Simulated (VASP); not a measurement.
Write the native input for VASP 6.6.1 that does the following.

- Task: single point
- Functional: PBE
- Potentials or basis: VASP PAW PBE potentials, release 64 (Si, C)
- Cutoff: 520 eV
- k mesh: 12 × 12 × 12
- Occupations: gaussian, width 0.05 eV
- Spin: no spin polarisation
- Dipole correction: no
- Further INCAR settings: ALGO = Normal; EDIFF = 1e-06; NBANDS = 11

The structure of SiC lies in POSCAR:

```
SiC
1.0
    0.0000000000      2.1740000000      2.1740000000
    2.1740000000      0.0000000000      2.1740000000
    2.1740000000      2.1740000000      0.0000000000
Si C
1 1
Direct
    0.0000000000      0.0000000000      0.0000000000
    0.8103725851      0.8103725851      0.6896274149
```

This cell differs from its parent crystal: all C atoms moved +0.263 Å, as atom 2 along Cartesian [0 0 1].

The input as run:

INCAR

```
SYSTEM = SiC
PREC = Accurate
ENCUT = 520
EDIFF = 1E-6
ISMEAR = 0
SIGMA = 0.05
LREAL = .FALSE.
LASPH = .TRUE.
NELM = 80
ALGO = Normal
ISIF = 2
LWAVE = .FALSE.
LCHARG = .FALSE.
GGA = PE
NBANDS = 11
```

KPOINTS

```
Automatic mesh
0
G
  12 12 12
  0 0 0
```

Potentials or basis: VASP PAW PBE potentials, release 64 (Si, C).

The run is started by

```bash
$ cat potpaw_PBE.64/Si/POTCAR potpaw_PBE.64/C/POTCAR > POTCAR
$ mpirun -np 1 vasp_std > vasp.out
```

It gave:

```yaml
Pressure: 12.8 GPa
Largest_force: 4.682 eV/Å
Band_gap_on_the_k_mesh: 0.21 eV (least direct gap 3.95 eV)
```

Caveat: the cell differs from its parent crystal (all C atoms moved +0.263 Å, as atom 2 along Cartesian [0 0 1]); the cell stands under pressure; forces of over 1 eV/Å act on the atoms, so gaps and moduli don't describe the material at rest.

Wall time 64 s on 1 thread of AMD EPYC 7R13, on a shared host, peak memory 0.15 GiB.
